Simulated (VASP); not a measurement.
# Ni (Fm-3m) in VASP: notebook

The runs below take Ni through single point, with PBE.

Program: VASP 6.6.1. These are calculated values, not measurements. Logs are shortened: lines on timing, memory, paths and dates and some standing lists are left out, and cuts for length are marked.

### Step 1. The cell of the first run

It takes space group Fm-3m (No. 225, cubic). Conventional cell: a = 3.536 Å, b = 3.536 Å, c = 3.536 Å, α = 90.00°, β = 90.00°, γ = 90.00°. Ni (site symmetry m-3m) has 12 Ni at 2.50 Å within 3.3 Å.

### Step 2. Single point, PBE, collinear spin, ferromagnetic start

Input file INCAR:

```
SYSTEM = Ni
PREC = Accurate ; ENCUT = 520
EDIFF = 1E-7 ; ISMEAR = 0
SIGMA = 0.1 ; LREAL = .False.
LASPH = .True. ; NELM = 150
ALGO = Normal ; ISIF = 2
LWAVE = .False. ; LCHARG = .False.
ISPIN = 2 ; MAGMOM = 0.4 0.4
LORBIT = 11 ; LMAXMIX = 4
GGA = PE ; ISYM = 0
NBANDS = 21
```

Input file KPOINTS:

```
regular mesh
0
Gamma
  13 8 11
  0 0 0
```

Input file POSCAR:

```
Ni
1.0
    0.0000000000     -1.7677500000     -1.7677500000
   -3.5355000000     -1.7677500000     -1.7677500000
    0.0000000000      1.7677500000     -1.7677500000
Ni
2
Direct
    0.0000000000      0.0000000000      0.0000000000
    0.0000000000      0.5000000000      0.5000000000
```

Potentials or basis: VASP PAW PBE potentials, release 64 (Ni).

Started as:

```bash
cat potpaw_PBE.64/Ni/POTCAR > POTCAR
mpirun -np 1 vasp_std > vasp.out
```

OUTCAR:

```text
SYSTEM = Ni
   PREC = Accurate
   ENCUT = 520
   EDIFF = 1E-7
   ISMEAR = 0
   LREAL = .False.
   LASPH = .True.
   NELM = 150
   ISIF = 2
   ISPIN = 2
   LORBIT = 11
   GGA = PE
   ISYM = 0

 ion  position               nearest neighbor table
   1  0.000  0.000  0.000-   2 2.50   2 2.50   2 2.50   2 2.50   2 2.50   2 2.50   2 2.50   2 2.50

   2  0.000  0.500  0.500-   1 2.50   1 2.50   1 2.50   1 2.50   1 2.50   1 2.50   1 2.50   1 2.50

IMPORTANT INFORMATION: All symmetrisations will be switched off!
NOSYMM: (Re-)initialisation of all symmetry stuff for point group C_1.

----------------------------------------------------------------------------------------

                                     Primitive cell

  volume of cell :      22.0965

  direct lattice vectors                    reciprocal lattice vectors
     0.000000000 -1.767750000 -1.767750000     0.282845425 -0.282845425 -0.282845425
    -3.535500000 -1.767750000 -1.767750000    -0.282845425  0.000000000  0.000000000
     0.000000000  1.767750000 -1.767750000     0.000000000  0.282845425 -0.282845425

  length of vectors
     2.499976025  4.330085493  2.499976025     0.489902647  0.282845425  0.400003836

  position of ions in fractional coordinates (direct lattice)
     0.000000000  0.000000000  0.000000000
     0.000000000  0.500000000  0.500000000

  ion indices of the primitive-cell ions
   primitive index   ion index
                 1           1
                 2           2

----------------------------------------------------------------------------------------

 KPOINTS: regular mesh

Automatic generation of k-mesh.
 Grid dimensions read from file:
 generate k-points for:   13    8   11

 Generating k-lattice:

  Cartesian coordinates                     Fractional coordinates (reciprocal lattice)
     0.021757340 -0.021757340 -0.021757340     0.076923077  0.000000000  0.000000000
    -0.035355678  0.000000000  0.000000000     0.000000000  0.125000000  0.000000000
     0.000000000  0.025713220 -0.025713220     0.000000000  0.000000000  0.090909091

  Length of vectors
     0.037684819  0.035355678  0.036363985

  Shift w.r.t. Gamma in fractional coordinates (k-lattice)
     0.000000000  0.000000000  0.000000000

 -----------------------------------------------------------------------------
|                                                                             |
|           W    W    AA    RRRRR   N    N  II  N    N   GGGG   !!!           |
|           W    W   A  A   R    R  NN   N  II  NN   N  G    G  !!!           |
|           W    W  A    A  R    R  N N  N  II  N N  N  G       !!!           |
|           W WW W  AAAAAA  RRRRR   N  N N  II  N  N N  G  GGG   !            |
|           WW  WW  A    A  R   R   N   NN  II  N   NN  G    G                |
|           W    W  A    A  R    R  N    N  II  N    N   GGGG   !!!           |
|                                                                             |
|     Your reciprocal lattice and k-lattice belong to different lattice       |
|     classes:                                                                |
|                                                                             |
|        The reciprocal lattice is simple tetragonal,                         |
|        whereas your k-lattice is simple monoclinic.                         |
|                                                                             |
|     Results are often still useful ...                                      |
|                                                                             |
 -----------------------------------------------------------------------------

 WARNING: IBZKPT: internal override: KBLOWUP is changed to .FALSE.
      ... skipping the blow-up phase ...

 Subroutine IBZKPT returns following result:
 ===========================================

 Found    573 irreducible k-points:

 Following reciprocal coordinates:
            Coordinates               Weight
  0.000000  0.000000  0.000000      1.000000
  0.076923  0.000000  0.000000      2.000000
  0.153846  0.000000  0.000000      2.000000
  0.230769  0.000000  0.000000      2.000000
  0.307692  0.000000  0.000000      2.000000
  0.384615  0.000000  0.000000      2.000000
[... 16 lines left out ...]
  0.153846  0.250000  0.000000      2.000000
  0.230769  0.250000  0.000000      2.000000
 [... further k-points ...]
   k-points           NKPTS =    573   k-points in BZ     NKDIM =    573   number of bands    NBANDS=     21
   number of dos      NEDOS =    301   number of ions     NIONS =      2
   total plane-waves  NPLWV =  12800
   dimension x,y,z NGX =    20 NGY =   32 NGZ =   20
   dimension x,y,z NGXF=    40 NGYF=   64 NGZF=   40
   ions per type =               2
   NGX,Y,Z   is equivalent  to a cutoff of  13.30, 12.29, 13.30 a.u.
   NGXF,Y,Z  is equivalent  to a cutoff of  26.60, 24.57, 26.60 a.u.
 SYSTEM =  Ni
   PREC   = accura    normal or accurate (medium, high low for compatibility)
   ISTART =      0    job   : 0-new  1-cont  2-samecut
   ICHARG =      2    charge: 1-file 2-atom 10-const
   ISPIN  =      2    spin polarized calculation?
   LNONCOLLINEAR =      F non collinear calculations
   LSORBIT =      F    spin-orbit coupling
   LASPH  =      T    aspherical Exc in radial PAW
   ENCUT  =  520.0 eV  38.22 Ry    6.18 a.u.   4.65  8.05  4.65*2*pi/ulx,y,z
   NELM   =    150;   NELMIN=  2; NELMDL= -5     # of ELM steps
   EDIFF  = 0.1E-06   stopping-criterion for ELM
   LREAL  =      F    real-space projection
   EDIFFG = 0.1E-05   stopping-criterion for IOM
   NSW    =      0    number of steps for IOM
   IBRION =     -1    ionic relax: 0-MD 1-quasi-New 2-CG
   NFREE  =      0    steps in history (QN), initial steepest desc. (CG)
   ISIF   =      2    stress and relaxation
   ISYM   =      0    0-nonsym 1-usesym 2-fastsym
   POTIM  = 0.5000    time-step for ionic-motion
   TEBEG  =    0.0;   TEEND  =   0.0 temperature during run
   PSTRESS=    0.0 pullay stress
   NELECT =      20.0000    total number of electrons
   NUPDOWN=      -1.0000    fix difference up-down
   EMIN   =  10.00;   EMAX   =-10.00  energy-range for DOS
   EFERMI =   0.00;   METHOD = LEGACY
   ISMEAR =     0;   SIGMA  =   0.10  broadening in eV -4-tet -1-fermi 0-gaus
   EFERMI_NEDOS =   21; number of points for ismear=-14 and -15
   IALGO  =     38    algorithm
   IMIX   =      4    mixing-type and parameters
     AMIX     =   0.40;   BMIX     =  1.00
     AMIX_MAG =   1.60;   BMIX_MAG =  1.00
  volume/ion in A,a.u.               =      11.05        74.56
  Fermi-wavevector in a.u.,A,eV,Ry     =   1.583595  2.992560 34.120303  2.507772
  Thomas-Fermi vector in A             =   2.683341
   LORBIT       =     11    0 simple, 1 ext, 2 COOP (PROOUT), +10 PAW based schemes
   GGA     = PE    functional components
   LHFCALC =     F    Hartree Fock is set to
   AEXX    =    0.0000 exact exchange contribution
   IVDW    =     0    specifies the selected vdW correction
   LEPSILON=     F    determine dielectric tensor
   LRPA    =     F    only Hartree local field effects (RPA)
 spin polarized calculation
 Gauss-broadening in eV      SIGMA  =   0.10
  energy-cutoff  :      520.00
  volume of cell :       22.10
 maximum number of plane-waves:       613
   NGX =  9   NGY = 17   NGZ =  9

 number of electron      19.9999987 magnetization       1.2464020

 Free energy of the ion-electron system (eV)
  ---------------------------------------------------
  ext. energy  EPLUGINS =         0.00000000
  ---------------------------------------------------
  free energy    TOTEN  =       -10.94747760 eV

  energy without entropy =      -10.93027430  energy(sigma->0) =      -10.93887595

 E-fermi :   9.1608     XC(G=0): -13.1654

 val. band max:        9.1603952321   @ k =   0.4615   0.5000   0.2727
 cond. band min:       9.1610955734   @ k =  -0.2308   0.5000   0.1818
 fundamental gap:      0.0007003413
 Fermi energy:         9.1607681123

 spin component 1

 k-point     1 :       0.0000    0.0000    0.0000
  band No.  band energies     occupation
      1       0.2573      1.00000
      2       4.6054      1.00000
      3       5.0444      1.00000
      4       6.7623      1.00000
      5       6.7626      1.00000
      6       6.7654      1.00000
[... 13 lines left out ...]
     20      36.4950      0.00000
     21      36.4955      0.00000

 k-point     2 :       0.0769    0.0000    0.0000
  band No.  band energies     occupation
      1       0.4857      1.00000
      2       4.6898      1.00000
      3       5.1170      1.00000
      4       6.7055      1.00000
      5       6.8119      1.00000
      6       6.8149      1.00000
[... 13 lines left out ...]
     20      35.9780      0.00000
     21      35.9782      0.00000

 k-point     3 :       0.1538    0.0000    0.0000
  band No.  band energies     occupation
      1       1.1511      1.00000
      2       4.9190      1.00000
      3       5.3223      1.00000
      4       6.5676      1.00000
      5       6.9228      1.00000
      6       6.9262      1.00000
[... 13 lines left out ...]
     20      35.1464      0.00000
     21      36.1177      0.00000
[... 457 lines left out ...]
 k-point    23 :       0.1538    0.2500    0.0000
  band No.  band energies     occupation
      1       0.9744      1.00000
      2       4.9102      1.00000
      3       5.2714      1.00000
      4       6.5955      1.00000
      5       6.8993      1.00000
      6       6.9086      1.00000
[... 13 lines left out ...]
     20      36.0129      0.00000
     21      36.2237      0.00000

 k-point    24 :       0.2308    0.2500    0.0000
  band No.  band energies     occupation
      1       1.5862      1.00000
      2       5.1943      1.00000
      3       5.4562      1.00000
      4       6.4456      1.00000
      5       6.9926      1.00000
      6       7.0274      1.00000
[... 13 lines left out ...]
     20      37.8925      0.00000
     21      38.1685      0.00000

 [... further k-points ...]

 spin component 2

 k-point     1 :       0.0000    0.0000    0.0000
  band No.  band energies     occupation
      1       0.2207      1.00000
      2       4.9464      1.00000
      3       5.6594      1.00000
      4       7.5140      1.00000
      5       7.5168      1.00000
      6       7.5171      1.00000
[... 13 lines left out ...]
     20      36.4766      0.00000
     21      36.4769      0.00000

 k-point     2 :       0.0769    0.0000    0.0000
  band No.  band energies     occupation
      1       0.4494      1.00000
      2       5.0279      1.00000
      3       5.7322      1.00000
      4       7.4523      1.00000
      5       7.5650      1.00000
      6       7.5680      1.00000
[... 13 lines left out ...]
     20      35.9960      0.00000
     21      35.9963      0.00000

 k-point     3 :       0.1538    0.0000    0.0000
  band No.  band energies     occupation
      1       1.1175      1.00000
      2       5.2552      1.00000
      3       5.9273      1.00000
      4       7.2897      1.00000
      5       7.6699      1.00000
      6       7.6735      1.00000
[... 13 lines left out ...]
     20      35.2041      0.00000
     21      36.2130      0.00000
[... 457 lines left out ...]
 k-point    23 :       0.1538    0.2500    0.0000
  band No.  band energies     occupation
      1       0.9396      1.00000
      2       5.2610      1.00000
      3       5.8760      1.00000
      4       7.3212      1.00000
      5       7.6552      1.00000
      6       7.6565      1.00000
[... 13 lines left out ...]
     20      36.1095      0.00000
     21      36.2580      0.00000

 k-point    24 :       0.2308    0.2500    0.0000
  band No.  band energies     occupation
      1       1.5550      1.00000
      2       5.5933      1.00000
      3       6.0182      1.00000
      4       7.1578      1.00000
      5       7.7060      1.00000
      6       7.7954      1.00000
[... 13 lines left out ...]
     20      37.8576      0.00000
     21      38.1337      0.00000

 [... further k-points ...]

------------------------ aborting loop because EDIFF is reached ----------------------------------------

  FORCE on cell =-STRESS in cart. coord.  units (eV):
  Direction    XX          YY          ZZ          XY          YZ          ZX
  --------------------------------------------------------------------------------------
  -------------------------------------------------------------------------------------
  Total       -0.3781544     -0.4052172     -0.4052208     -0.0032493      0.0009009     -0.0032492
  in kB      -27.4193505    -29.3816326    -29.3818908     -0.2355983      0.0653211     -0.2355913
  external PRESSURE =     -28.7276246 kB  Pullay stress =       0.0000000 kB

 VOLUME and BASIS-vectors are now :
 -----------------------------------------------------------------------------
  energy-cutoff  :      520.00
  volume of cell :       22.10
      direct lattice vectors                 reciprocal lattice vectors
     0.000000000 -1.767750000 -1.767750000     0.282845425 -0.282845425 -0.282845425
    -3.535500000 -1.767750000 -1.767750000    -0.282845425  0.000000000  0.000000000
     0.000000000  1.767750000 -1.767750000     0.000000000  0.282845425 -0.282845425

 POSITION                                       TOTAL-FORCE (eV/Angst)
 -----------------------------------------------------------------------------------
      0.00000      0.00000      0.00000         0.000000      0.000000      0.000000
     -1.76775      0.00000     -1.76775        -0.000000     -0.000000     -0.000000
 -----------------------------------------------------------------------------------
    total drift:                               -0.000000      0.000000      0.000000

  FREE ENERGIE OF THE ION-ELECTRON SYSTEM (eV)
  ---------------------------------------------------
  free  energy   TOTEN  =       -10.9474775978 eV

  energy  without entropy=      -10.9302742970  energy(sigma->0) =      -10.93887595

 total charge

# of ion       s       p       d       tot
------------------------------------------
    1        0.491   0.485   8.307   9.283
    2        0.491   0.485   8.307   9.283
--------------------------------------------------
tot          0.982   0.969  16.615  18.566

 magnetization (x)

# of ion       s       p       d       tot
------------------------------------------
    1       -0.007  -0.025   0.668   0.636
    2       -0.007  -0.025   0.668   0.636
--------------------------------------------------
tot         -0.013  -0.049   1.335   1.273
```

Run time: 5.5 min. Hardware: 1 thread of Intel Xeon Platinum 8488C (Sapphire Rapids), shared host; peak memory 0.44 GiB.

What came out:

| Quantity | Value |
| --- | --- |
| Free energy | -10.9475 eV |
| Pressure | -2.9 GPa |
| Net moment | 1.25 μB per cell |
| Site moments | Ni +0.64 μB |
| Valence electrons inside the program's atomic spheres | Ni 9.28 |

### Step 3. Single point, PBE, collinear spin, ferromagnetic start

Input file INCAR:

```
SYSTEM = Ni
ALGO     = Normal         ! electronic algorithm
EDIFF    = 1E-7           ! SCF threshold, eV
ENCUT    = 520            ! plane-wave cutoff, eV
GGA      = PE             ! functional
ISIF     = 2              ! what is computed and relaxed
ISMEAR   = 0              ! smearing method
ISPIN    = 2              ! spin polarisation
ISYM     = 0            
LASPH    = .TRUE.         ! aspherical terms in the spheres
LCHARG   = .FALSE.        ! write CHGCAR
LMAXMIX  = 4              ! l up to which the mixer works
LORBIT   = 11             ! projections on sites
LREAL    = .FALSE.        ! projectors in reciprocal space
LWAVE    = .FALSE.        ! write WAVECAR
MAGMOM   = 0.74 0.74      ! initial moments
NBANDS   = 21             ! bands
NELM     = 150            ! most SCF steps
PREC     = Accurate       ! precision mode
SIGMA    = 0.1            ! smearing width, eV
```

Input file KPOINTS:

```
k-points
0
G
  13 8 11
  0 0 0
```

POSCAR is that of step 2.

Potentials or basis: VASP PAW PBE potentials, release 64 (Ni).

Started as:

```bash
cat potpaw_PBE.64/Ni/POTCAR > POTCAR
mpirun -np 1 vasp_std > vasp.out
```

It took 7.8 min on 1 thread of Intel Xeon Platinum 8488C (Sapphire Rapids), shared host; peak memory 0.44 GiB.

Results (log left out):

- Free energy: -10.9475 eV
- Pressure: -2.9 GPa
- Net moment: 1.25 μB per cell
- Site moments: Ni +0.64 μB
- Valence electrons inside the program's atomic spheres: Ni 9.28

Stress tensor (GPa, compression positive):
```
-2.79 -0.02 -0.02
-0.02 -2.99  0.01
-0.02  0.01 -2.99
```

Levels at points of the mesh, in eV from the Fermi level:
Spin up:
| k point | band 9 | band 10 | band 11 | band 12 | band 13 | band 14 |
| --- | --- | --- | --- | --- | --- | --- |
| (0.00, 0.00, 0.00) | -0.55 | -0.49 | -0.48 | 2.44 | 9.08 | 14.68 |
| (0.00, 0.50, 0.00) | -1.58 | -1.58 | -0.90 | -0.90 | 19.06 | 19.06 |
Spin down:
```tsv
k point	band 8	band 9	band 10	band 11	band 12	band 13
(0.00, 0.00, 0.00)	-0.66	0.05	0.38	0.38	2.40	9.32
(0.00, 0.50, 0.00)	-0.79	-0.79	-0.79	-0.31	-0.31	19.13
```
